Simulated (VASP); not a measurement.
# Ge (Cmmm) in VASP: relaxation of cell and atoms with r2SCAN

Aim: the relaxation of cell and atoms of Ge with r2SCAN.

Everything below comes from runs of VASP 6.6.1. Logs are shortened: lines on timing, memory, paths and dates and some standing lists are left out, and cuts for length are marked.

**1. The cell of the first run**

The structure is orthorhombic, space group Cmmm (No. 65). Conventional cell: a = 2.794 Å, b = 5.201 Å, c = 2.698 Å, α = 90.00°, β = 90.00°, γ = 90.00°. Within 3.6 Å of Ge (site symmetry mmm) lie 8 Ge at 2.70 to 2.95 Å.

**2. Relaxation of cell and atoms, r2SCAN**

POSCAR reads:

```
Ge
1.0
    1.3971490000     -2.6005160000      0.0000000000
    1.3971490000      2.6005160000      0.0000000000
    0.0000000000      0.0000000000      2.6982310000
Ge
1
Direct
    0.5000000000      0.5000000000      0.0000000000
```

INCAR.step1 reads:

```
ALGO     = Normal         # electronic algorithm
EDIFF    = 1E-4           # SCF threshold, eV
ENCUT    = 600            # plane-wave cutoff, eV
GGA      = PE             # functional
ISMEAR   = 1              # smearing method
LASPH    = T              # aspherical terms in the spheres
LCHARG   = F              # write CHGCAR
LREAL    = F              # projectors in reciprocal space
LWAVE    = T              # write WAVECAR
NELM     = 60             # most SCF steps
PREC     = Accurate       # precision mode
SIGMA    = 0.1            # smearing width, eV
```

INCAR.step2 reads:

```
ALGO     = Normal         # electronic algorithm
EDIFF    = 1E-6           # SCF threshold, eV
EDIFFG   = -0.01          # ionic threshold
ENCUT    = 600            # plane-wave cutoff, eV
IBRION   = 2              # ionic algorithm
ISIF     = 3              # what is computed and relaxed
ISMEAR   = 1              # smearing method
ISTART   = 1            
LASPH    = T              # aspherical terms in the spheres
LCHARG   = F              # write CHGCAR
LMIXTAU  = T            
LREAL    = F              # projectors in reciprocal space
LWAVE    = F              # write WAVECAR
METAGGA  = R2SCAN         # meta-GGA
NELM     = 60             # most SCF steps
NSW      = 100            # ionic steps
PREC     = Accurate       # precision mode
SIGMA    = 0.1            # smearing width, eV
```

KPOINTS reads:

```
k-points
0
Gamma
  13 13 12
```

Potentials or basis: VASP PAW PBE potentials, release 64 (Ge_d).

On the command line:

```bash
> cat potpaw_PBE.64/Ge_d/POTCAR > POTCAR
> cp INCAR.step1 INCAR
> mpirun -np 1 vasp_std > vasp.out
> cp INCAR.step2 INCAR
> mpirun -np 1 vasp_std > vasp.out
```

OUTCAR:

```text
EDIFF = 1E-6
   EDIFFG = -0.01
   ENCUT = 600
   IBRION = 2
   ISIF = 3
   ISMEAR = 1
   ISTART = 1
   LASPH = T
   LREAL = F
   METAGGA = R2SCAN
   NELM = 60
   NSW = 100
   PREC = Accurate

 ion  position               nearest neighbor table
   1  0.500  0.500  0.000-

  LATTYP: Found a base centered orthorhombic cell.
 ALAT       =     2.7942980000
 B/A-ratio  =     1.8613018368
 C/A-ratio  =     0.9656203454

  Lattice vectors:

 A1 = (   1.3971490000,  -2.6005160000,   0.0000000000)
 A2 = (   1.3971490000,   2.6005160000,   0.0000000000)
 A3 = (   0.0000000000,   0.0000000000,   2.6982310000)

Analysis of symmetry for initial positions (statically):
=====================================================================
 Subroutine PRICEL returns:
 Original cell was already a primitive cell.

 Routine SETGRP: Setting up the symmetry group for a
 base centered orthorhombic supercell.

 Subroutine GETGRP returns: Found  8 space group operations
 (whereof  8 operations were pure point group operations)
 out of a pool of  8 trial point group operations.

The static configuration has the point symmetry D_2h.

Analysis of symmetry for dynamics (positions and initial velocities):
=====================================================================
 Subroutine PRICEL returns:
 Original cell was already a primitive cell.

 Routine SETGRP: Setting up the symmetry group for a
 base centered orthorhombic supercell.

 Subroutine GETGRP returns: Found  8 space group operations
 (whereof  8 operations were pure point group operations)
 out of a pool of  8 trial point group operations.

The dynamic configuration has the point symmetry D_2h.

 Subroutine INISYM returns: Found  8 space group operations
 (whereof  8 operations are pure point group operations),
 and found     1 'primitive' translations

----------------------------------------------------------------------------------------

                                     Primitive cell

  volume of cell :      19.6070

  direct lattice vectors                    reciprocal lattice vectors
     1.397149000 -2.600516000  0.000000000     0.357871637 -0.192269534  0.000000000
     1.397149000  2.600516000  0.000000000     0.357871637  0.192269534  0.000000000
     0.000000000  0.000000000  2.698231000     0.000000000  0.000000000  0.370613191

  length of vectors
     2.952068562  2.952068562  2.698231000     0.406250763  0.406250763  0.370613191

  position of ions in fractional coordinates (direct lattice)
     0.500000000  0.500000000  0.000000000

[... 97 lines left out ...]
  Fermi-wavevector in a.u.,A,eV,Ry     =   1.463234  2.765111 29.130796  2.141053
  Thomas-Fermi vector in A             =   2.579353
   LORBIT       =      0    0 simple, 1 ext, 2 COOP (PROOUT), +10 PAW based schemes
   METAGGA = R2SCAN    functional components
   LHFCALC =     F    Hartree Fock is set to
   AEXX    =    0.0000 exact exchange contribution
   IVDW    =     0    specifies the selected vdW correction
   LEPSILON=     F    determine dielectric tensor
   LRPA    =     F    only Hartree local field effects (RPA)
 conjugate gradient relaxation of ions
 non-spin polarized calculation
 Methfessel and Paxton  Order N= 1 SIGMA  =   0.10
  energy-cutoff  :      600.00
  volume of cell :       19.61
 maximum number of plane-waves:       674
   NGX = 11   NGY = 11   NGZ = 11

--------------------------------------- Ionic step        1  -------------------------------------------

 number of electron      14.0000008 magnetization

 Free energy of the ion-electron system (eV)
  ---------------------------------------------------
  ext. energy  EPLUGINS =         0.00000000
  ---------------------------------------------------
  free energy    TOTEN  =       -13.47579175 eV

  energy without entropy =      -13.47581035  energy(sigma->0) =      -13.47579795

------------------------ aborting loop because EDIFF is reached ----------------------------------------

  FORCE on cell =-STRESS in cart. coord.  units (eV):
  Direction    XX          YY          ZZ          XY          YZ          ZX
  --------------------------------------------------------------------------------------
  -------------------------------------------------------------------------------------
  Total       -0.1287676     -0.5061880     -0.4717115      0.0000000      0.0000000      0.0000000
  in kB      -10.5221782    -41.3629041    -38.5456775      0.0000000      0.0000000      0.0000000
  external PRESSURE =     -30.1435866 kB  Pullay stress =       0.0000000 kB
[... 267 lines left out ...]
--------------------------------------- Ionic step        9  -------------------------------------------

 number of electron      14.0000006 magnetization

 Free energy of the ion-electron system (eV)
  ---------------------------------------------------
  ext. energy  EPLUGINS =         0.00000000
  ---------------------------------------------------
  free energy    TOTEN  =       -13.48933808 eV

  energy without entropy =      -13.48928324  energy(sigma->0) =      -13.48931980

 E-fermi :   6.6442     XC(G=0): -12.3645

 val. band max:        6.6420789260   @ k =   0.2308   0.2308   0.0833
 cond. band min:       6.6494135908   @ k =   0.3077   0.2308   0.4167
 fundamental gap:      0.0073346648
 Fermi energy:         6.6442001082

 k-point     1 :       0.0000    0.0000    0.0000
  band No.  band energies     occupation
      1     -18.8939      2.00000
      2     -18.7920      2.00000
      3     -18.7739      2.00000
      4     -18.6187      2.00000
      5     -18.6123      2.00000
      6      -7.2787      2.00000
      7      14.0741      0.00000
      8      15.1127      0.00000
      9      15.5560      0.00000
     10      17.5451      0.00000
     11      21.1506      0.00000
[... 309 lines left out ...]
 k-point    24 :       0.4615    0.1538    0.0000
  band No.  band energies     occupation
      1     -18.8436      2.00000
      2     -18.7647      2.00000
      3     -18.6673      2.00000
      4     -18.6655      2.00000
      5     -18.6383      2.00000
      6      -1.8431      2.00000
      7       1.6014      2.00000
      8       7.1774     -0.00000
      9      18.4135      0.00000
     10      19.4783      0.00000
     11      24.1820      0.00000

 [... further k-points ...]

------------------------ aborting loop because EDIFF is reached ----------------------------------------

  FORCE on cell =-STRESS in cart. coord.  units (eV):
  Direction    XX          YY          ZZ          XY          YZ          ZX
  --------------------------------------------------------------------------------------
  -------------------------------------------------------------------------------------
  Total       -0.0032450     -0.0090949      0.0000841      0.0000000      0.0000000      0.0000000
  in kB       -0.2787767     -0.7813497      0.0072270      0.0000000      0.0000000      0.0000000
  external PRESSURE =      -0.3509665 kB  Pullay stress =       0.0000000 kB
[... 16 lines left out ...]
  FREE ENERGIE OF THE ION-ELECTRON SYSTEM (eV)
  ---------------------------------------------------
  free  energy   TOTEN  =       -13.4893380826 eV

  energy  without entropy=      -13.4892832357  energy(sigma->0) =      -13.48931980

 reached required accuracy - stopping structural energy minimisation
```

OUTCAR.step1:

```text
EDIFF = 1E-4
   ENCUT = 600
   GGA = PE
   ISMEAR = 1
   LASPH = T
[... 553 lines left out ...]

 POSITION                                       TOTAL-FORCE (eV/Angst)
 -----------------------------------------------------------------------------------
      1.39715      0.00000      0.00000        -0.000000     -0.000000      0.000000
 -----------------------------------------------------------------------------------
    total drift:                               -0.000000     -0.000000     -0.000000

  FREE ENERGIE OF THE ION-ELECTRON SYSTEM (eV)
  ---------------------------------------------------
  free  energy   TOTEN  =        -4.2680859439 eV

  energy  without entropy=       -4.2677770314  energy(sigma->0) =       -4.26798297
```

Run time: 7.3 min. Hardware: 1 thread of Intel Xeon 6975P-C (Granite Rapids), shared host; peak memory 0.23 GiB.

What came out:

| Item | Value |
| --- | --- |
| Free energy | -13.4893 eV |
| Relaxed volume | 18.65 Å³/atom |
| Relaxed cell | a = 2.869 Å, b = 2.869 Å, c = 2.644 Å, α = 90.00°, β = 90.00°, γ = 121.06° |
| Space group after relaxing (to 0.1 Å) | P6/mmm (No. 191) |
| Energy gained by relaxing | 13.5 meV/atom |
| Ionic steps | 9 |
| Pressure after relaxing | 0.0 GPa |
| Band gap on the k mesh | zero (bands 7 and 8 overlap by 10.39 eV) |

The path:
| step | energy change (eV) | largest force (eV/Å) | pressure (GPa) | volume (Å³) |
| --- | --- | --- | --- | --- |
| 1 | 0.0000 | 0.0000 | -3.01 | 19.61 |
| 2 | -0.0123 | 0.0000 | 0.33 | 18.58 |
| 3 | -0.0123 | 0.0000 | 0.57 | 18.57 |
| 4 | -0.0133 | 0.0000 | 0.26 | 18.60 |
| 5 | -0.0134 | 0.0000 | 0.25 | 18.60 |
| 6 | -0.0134 | 0.0000 | 0.17 | 18.61 |
| 7 | -0.0135 | 0.0000 | 0.07 | 18.62 |
| 8 | -0.0135 | 0.0000 | 0.06 | 18.62 |
| 9 | -0.0135 | 0.0000 | -0.04 | 18.65 |

Final structure:
```cif
data_structure
_symmetry_space_group_name_H-M 'P 1'
_symmetry_Int_Tables_number 1
_cell_length_a 2.8692
_cell_length_b 2.8692
_cell_length_c 2.6444
_cell_angle_alpha 90.000
_cell_angle_beta 90.000
_cell_angle_gamma 121.056
_cell_volume 18.65
loop_
_atom_site_label
_atom_site_type_symbol
_atom_site_fract_x
_atom_site_fract_y
_atom_site_fract_z
_atom_site_occupancy
Ge1 Ge 0.50000 0.50000 0.00000 1
```

Levels at points of the mesh, in eV from the Fermi level:
```tsv
k point	band 3	band 4	band 5	band 6	band 7	band 8	band 9	band 10	band 11
(0.00, 0.00, 0.00)	-25.42	-25.26	-25.26	-13.92	7.43	8.47	8.91	10.90	14.51
(0.00, 0.00, 0.50)	-25.35	-25.34	-25.29	-9.67	-6.25	11.82	12.27	17.88	18.13
```

Caveat: the PAW data sets were made with another functional, which shifts forces and pressure a little.
